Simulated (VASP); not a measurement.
# P (R-3m) in VASP: further runs

P is run at these levels: PBE; tasks: single point.

Program: VASP 6.6.1. These are calculated values, not measurements. Logs are shortened: lines on timing, memory, paths and dates and some standing lists are left out, and cuts for length are marked.

## (1) The cell of the first run

Symmetry: R-3m, No. 166, trigonal system. Conventional cell: a = 3.381 Å, b = 3.381 Å, c = 8.295 Å, α = 90.00°, β = 90.00°, γ = 120.00°. Within 3.1 Å of P (site symmetry 3m) lie 6 P at 2.32 to 2.47 Å.

## (2) Single point, PBE

INCAR reads:

```
ALGO     = Normal         # electronic algorithm
EDIFF    = 1E-7           # SCF threshold, eV
ENCUT    = 520            # plane-wave cutoff, eV
GGA      = PE             # functional
ISIF     = 2              # what is computed and relaxed
ISMEAR   = -1             # smearing method
LASPH    = T              # aspherical terms in the spheres
LCHARG   = T              # write CHGCAR
LELF     = T              # ELF
LREAL    = F              # projectors in reciprocal space
LVHAR    = T            
LWAVE    = F              # write WAVECAR
NBANDS   = 12             # bands
NELM     = 100            # most SCF steps
PREC     = Accurate       # precision mode
SIGMA    = 0.05           # smearing width, eV
```

KPOINTS reads:

```
k-points
0
Gamma
  15 15 15
```

POSCAR reads:

```
P
1.0
    1.6906238080     -0.9760821107      2.7649114501
    0.0000000000      1.9521642214      2.7649114501
   -1.6906238080     -0.9760821107      2.7649114501
P
2
Direct
    0.2419340517      0.2419340517      0.2419340517
   -0.2419340517     -0.2419340517     -0.2419340517
```

Potentials or basis: VASP PAW PBE potentials, release 64 (P).

Command:

```bash
> cat potpaw_PBE.64/P/POTCAR > POTCAR
> mpirun -np 1 vasp_std > vasp.out
```

OUTCAR:

```text
EDIFF = 1E-7
   ENCUT = 520
   GGA = PE
   ISIF = 2
   ISMEAR = -1
   LASPH = T
   LREAL = F
   NELM = 100
   PREC = Accurate

 ion  position               nearest neighbor table
   1  0.242  0.242  0.242-   2 2.32   2 2.32   2 2.32   2 2.47   2 2.47   2 2.47
   2  0.758  0.758  0.758-   1 2.32   1 2.32   1 2.32   1 2.47   1 2.47   1 2.47

  LATTYP: Found a trigonal (rhomboedric) cell.
 ALAT       =     3.3846241260
 COS(alpha) =     0.5009971050

  Lattice vectors:

 A1 = (   1.6906238080,  -0.9760821107,   2.7649114501)
 A2 = (   0.0000000000,   1.9521642214,   2.7649114501)
 A3 = (  -1.6906238080,  -0.9760821107,   2.7649114501)

Analysis of symmetry for initial positions (statically):
=====================================================================
 Subroutine PRICEL returns:
 Original cell was already a primitive cell.

 Routine SETGRP: Setting up the symmetry group for a
 trigonal (rhombohedral) supercell.

 Subroutine GETGRP returns: Found 12 space group operations
 (whereof 12 operations were pure point group operations)
 out of a pool of 12 trial point group operations.

The static configuration has the point symmetry D_3d.

Analysis of symmetry for dynamics (positions and initial velocities):
=====================================================================
 Subroutine PRICEL returns:
 Original cell was already a primitive cell.

 Routine SETGRP: Setting up the symmetry group for a
 trigonal (rhombohedral) supercell.

 Subroutine GETGRP returns: Found 12 space group operations
 (whereof 12 operations were pure point group operations)
 out of a pool of 12 trial point group operations.

The dynamic configuration has the point symmetry D_3d.

 Subroutine INISYM returns: Found 12 space group operations
 (whereof 12 operations are pure point group operations),
 and found     1 'primitive' translations

----------------------------------------------------------------------------------------

                                     Primitive cell

  volume of cell :      27.3757

  direct lattice vectors                    reciprocal lattice vectors
     1.690623808 -0.976082111  2.764911450     0.295748822 -0.170750662  0.120558412
     0.000000000  1.952164221  2.764911450     0.000000000  0.341501324  0.120558412
    -1.690623808 -0.976082111  2.764911450    -0.295748822 -0.170750662  0.120558412

  length of vectors
     3.384624126  3.384624126  3.384624126     0.362156713  0.362156713  0.362156713

  position of ions in fractional coordinates (direct lattice)
     0.241934052  0.241934052  0.241934052
     0.758065948  0.758065948  0.758065948

  ion indices of the primitive-cell ions
   primitive index   ion index
                 1           1
                 2           2

----------------------------------------------------------------------------------------

 KPOINTS: k-points

Automatic generation of k-mesh.
 Grid dimensions read from file:
 generate k-points for:   15   15   15

 Generating k-lattice:

  Cartesian coordinates                     Fractional coordinates (reciprocal lattice)
     0.019716588 -0.011383377  0.008037227     0.066666667  0.000000000 -0.000000000
     0.000000000  0.022766755  0.008037227     0.000000000  0.066666667  0.000000000
    -0.019716588 -0.011383377  0.008037227    -0.000000000  0.000000000  0.066666667

  Length of vectors
     0.024143781  0.024143781  0.024143781

  Shift w.r.t. Gamma in fractional coordinates (k-lattice)
     0.000000000  0.000000000  0.000000000

 Subroutine IBZKPT returns following result:
 ===========================================

 Found    344 irreducible k-points:

 Following reciprocal coordinates:
            Coordinates               Weight
  0.000000  0.000000  0.000000      1.000000
  0.066667  0.000000 -0.000000      6.000000
  0.133333  0.000000  0.000000      6.000000
  0.200000  0.000000  0.000000      6.000000
  0.266667  0.000000  0.000000      6.000000
  0.333333  0.000000  0.000000      6.000000
[... 16 lines left out ...]
  0.133333  0.133333  0.000000      6.000000
  0.200000  0.133333  0.000000     12.000000
 [... further k-points ...]
   k-points           NKPTS =    344   k-points in BZ     NKDIM =    344   number of bands    NBANDS=     12
   number of dos      NEDOS =    301   number of ions     NIONS =      2
   total plane-waves  NPLWV =  21952
   dimension x,y,z NGX =    28 NGY =   28 NGZ =   28
   dimension x,y,z NGXF=    56 NGYF=   56 NGZF=   56
   ions per type =               2
   NGX,Y,Z   is equivalent  to a cutoff of  13.75, 13.75, 13.75 a.u.
   NGXF,Y,Z  is equivalent  to a cutoff of  27.51, 27.51, 27.51 a.u.
 SYSTEM =  unknown system
   PREC   = accura    normal or accurate (medium, high low for compatibility)
   ISTART =      0    job   : 0-new  1-cont  2-samecut
   ICHARG =      2    charge: 1-file 2-atom 10-const
   ISPIN  =      1    spin polarized calculation?
   LNONCOLLINEAR =      F non collinear calculations
   LSORBIT =      F    spin-orbit coupling
   LASPH  =      T    aspherical Exc in radial PAW
   ENCUT  =  520.0 eV  38.22 Ry    6.18 a.u.   6.29  6.29  6.29*2*pi/ulx,y,z
   NELM   =    100;   NELMIN=  2; NELMDL= -5     # of ELM steps
   EDIFF  = 0.1E-06   stopping-criterion for ELM
   LREAL  =      F    real-space projection
   EDIFFG = 0.1E-05   stopping-criterion for IOM
   NSW    =      0    number of steps for IOM
   IBRION =     -1    ionic relax: 0-MD 1-quasi-New 2-CG
   NFREE  =      0    steps in history (QN), initial steepest desc. (CG)
   ISIF   =      2    stress and relaxation
   ISYM   =      2    0-nonsym 1-usesym 2-fastsym
   POTIM  = 0.5000    time-step for ionic-motion
   TEBEG  =    0.0;   TEEND  =   0.0 temperature during run
   PSTRESS=    0.0 pullay stress
   NELECT =      10.0000    total number of electrons
   NUPDOWN=      -1.0000    fix difference up-down
   EMIN   =  10.00;   EMAX   =-10.00  energy-range for DOS
   EFERMI =   0.00;   METHOD = LEGACY
   ISMEAR =    -1;   SIGMA  =   0.05  broadening in eV -4-tet -1-fermi 0-gaus
   EFERMI_NEDOS =   21; number of points for ismear=-14 and -15
   IALGO  =     38    algorithm
   IMIX   =      4    mixing-type and parameters
     AMIX     =   0.40;   BMIX     =  1.00
     AMIX_MAG =   1.60;   BMIX_MAG =  1.00
  volume/ion in A,a.u.               =      13.69        92.37
  Fermi-wavevector in a.u.,A,eV,Ry     =   1.170270  2.211490 18.633626  1.369533
  Thomas-Fermi vector in A             =   2.306731
   LORBIT       =      0    0 simple, 1 ext, 2 COOP (PROOUT), +10 PAW based schemes
   GGA     = PE    functional components
   LHFCALC =     F    Hartree Fock is set to
   AEXX    =    0.0000 exact exchange contribution
   IVDW    =     0    specifies the selected vdW correction
   LEPSILON=     F    determine dielectric tensor
   LRPA    =     F    only Hartree local field effects (RPA)
 non-spin polarized calculation
  energy-cutoff  :      520.00
  volume of cell :       27.38
 maximum number of plane-waves:       751
 NGX is ok and might be reduce to    28
   NGX = 13   NGY = 13   NGZ = 13

 number of electron      10.0000000 magnetization

 Free energy of the ion-electron system (eV)
  ---------------------------------------------------
  ext. energy  EPLUGINS =         0.00000000
  ---------------------------------------------------
  free energy    TOTEN  =       -10.51202620 eV

  energy without entropy =      -10.50857354  energy(sigma->0) =      -10.51029987

 E-fermi :  10.7227     XC(G=0): -11.5452

 val. band max:       10.7208434387   @ k =  -0.4000   0.0667   0.0667
 cond. band min:      10.7268699750   @ k =  -0.4667   0.2000   0.1333
 fundamental gap:      0.0060265363
 Fermi energy:        10.7227475727

 k-point     1 :       0.0000    0.0000    0.0000
  band No.  band energies     occupation
      1      -6.6232      2.00000
      2       8.2239      2.00000
      3       8.2239      2.00000
      4       8.3614      2.00000
      5       9.6353      2.00000
      6      14.3590      0.00000
      7      14.7686      0.00000
      8      14.7686      0.00000
      9      16.1609      0.00000
     10      16.1609      0.00000
     11      16.6523      0.00000
     12      17.3673      0.00000

 k-point     2 :       0.0667    0.0000   -0.0000
  band No.  band energies     occupation
      1      -6.5433      2.00000
      2       7.2825      2.00000
      3       8.1997      2.00000
      4       8.3240      2.00000
      5      10.3200      1.99937
      6      14.3267      0.00000
      7      14.7239      0.00000
      8      14.8604      0.00000
      9      15.4529      0.00000
     10      15.6644      0.00000
     11      16.1916      0.00000
     12      18.4395      0.00000

 k-point     3 :       0.1333    0.0000    0.0000
  band No.  band energies     occupation
      1      -6.3038      2.00000
      2       5.7557      2.00000
      3       8.1430      2.00000
      4       8.2705      2.00000
      5      11.0157      0.00569
      6      13.7233      0.00000
      7      13.7944      0.00000
      8      14.9402      0.00000
      9      15.5609      0.00000
     10      15.6701      0.00000
     11      16.1557      0.00000
     12      20.0930      0.00000
[... 286 lines left out ...]
 k-point    23 :       0.1333    0.1333    0.0000
  band No.  band energies     occupation
      1      -6.1993      2.00000
      2       6.2416      2.00000
      3       7.3556      2.00000
      4       7.4076      2.00000
      5      11.3338      0.00001
      6      12.5090      0.00000
      7      13.7336      0.00000
      8      15.9528      0.00000
      9      16.1276      0.00000
     10      16.9208      0.00000
     11      17.0445      0.00000
     12      17.8007      0.00000

 k-point    24 :       0.2000    0.1333    0.0000
  band No.  band energies     occupation
      1      -5.9092      2.00000
      2       5.1684      2.00000
      3       7.0841      2.00000
      4       7.3844      2.00000
      5      10.2697      1.99977
      6      13.1352      0.00000
      7      13.6311      0.00000
      8      15.5760      0.00000
      9      16.0937      0.00000
     10      17.4786      0.00000
     11      17.8138      0.00000
     12      19.0215      0.00000

 [... further k-points ...]

------------------------ aborting loop because EDIFF is reached ----------------------------------------

  FORCE on cell =-STRESS in cart. coord.  units (eV):
  Direction    XX          YY          ZZ          XY          YZ          ZX
  --------------------------------------------------------------------------------------
  -------------------------------------------------------------------------------------
  Total        1.6805006      1.6805006      1.6739370      0.0000000      0.0000000      0.0000000
  in kB       98.3520584     98.3520584     97.9679179      0.0000000      0.0000000      0.0000000
  external PRESSURE =      98.2240116 kB  Pullay stress =       0.0000000 kB

 VOLUME and BASIS-vectors are now :
 -----------------------------------------------------------------------------
  energy-cutoff  :      520.00
  volume of cell :       27.38
      direct lattice vectors                 reciprocal lattice vectors
     1.690623808 -0.976082111  2.764911450     0.295748822 -0.170750662  0.120558412
     0.000000000  1.952164221  2.764911450     0.000000000  0.341501324  0.120558412
    -1.690623808 -0.976082111  2.764911450    -0.295748822 -0.170750662  0.120558412

 POSITION                                       TOTAL-FORCE (eV/Angst)
 -----------------------------------------------------------------------------------
      0.00000      0.00000      2.00678         0.000000      0.000000     -0.029265
      0.00000      0.00000      6.28796         0.000000      0.000000      0.029265
 -----------------------------------------------------------------------------------
    total drift:                               -0.000000     -0.000000      0.000000

  FREE ENERGIE OF THE ION-ELECTRON SYSTEM (eV)
  ---------------------------------------------------
  free  energy   TOTEN  =       -10.5120261967 eV

  energy  without entropy=      -10.5085735400  energy(sigma->0) =      -10.51029987
```

Run time: 2.6 min. Hardware: 1 thread of Intel Xeon 8259CL, shared host; peak memory 0.22 GiB.

Results:

```
Free energy            : -10.5120 eV
Pressure               : 9.8 GPa
Largest force          : 0.029 eV/Å
Band gap on the k mesh : zero (bands 5 and 6 overlap by 2.01 eV)
```

Forces in eV/Å, atoms in the order of the input:
```
P    0.000  0.000 -0.029
P    0.000  0.000  0.029
```

Caveat: the cell stands under pressure.

(Continued in part 2 of 2.)
